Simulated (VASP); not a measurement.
Set up this calculation in VASP 6.6.1, as the native input.

```
Task                   : single point
Functional             : PBE
Potentials or basis    : VASP PAW PBE potentials, release 64 (Sn_d, Ru_pv)
Cutoff                 : 520 eV
k mesh                 : 6 × 6 × 4
Occupations            : gaussian, width 0.1 eV
Spin                   : no spin polarisation
Dipole correction      : no
Further INCAR settings : ALGO = Normal; EDIFF = 1e-06; NBANDS = 21
```

The structure of SnRu lies in POSCAR:

```
SnRu
1.0
    3.0917140200      0.0000000000      0.0000000000
   -1.5458570100      2.6775028800      0.0000000000
    0.0000000000      0.0000000000      5.0487689900
Sn Ru
1 1
Direct
    0.6666666700      0.3333333300      0.5000000000
    0.3333333300      0.6666666700      0.0000000000
```

The input as run:

INCAR

```
  PREC = Accurate
  ENCUT = 520
  EDIFF = 1E-6
  ISMEAR = 0
  SIGMA = 0.1
  LREAL = F
  LASPH = T
  NELM = 80
  ALGO = Normal
  ISIF = 2
  LWAVE = F
  LCHARG = F
  GGA = PE
  NBANDS = 21
```

KPOINTS

```
Automatic mesh
0
Gamma
  6 6 4
```

Potentials or basis: VASP PAW PBE potentials, release 64 (Sn_d, Ru_pv).

The run is started by

```console
$ cat potpaw_PBE.64/Sn_d/POTCAR potpaw_PBE.64/Ru_pv/POTCAR > POTCAR
$ mpirun -np 1 vasp_std > vasp.out
```

Results of the run:

```
Pressure               : -14.9 GPa
Band gap on the k mesh : zero (band 14 reaches 9.94 eV, above the bottom of band 15 at 8.53 eV)
```

Caveat: the k points lie up to 0.39 Å⁻¹ apart; spin-orbit coupling is left out, which moves the levels of the heavy elements.

Wall time 6.4 s on 1 thread of Intel(R) Xeon(R) 6975P-C (Granite Rapids), on a shared host, peak memory 0.16 GiB.
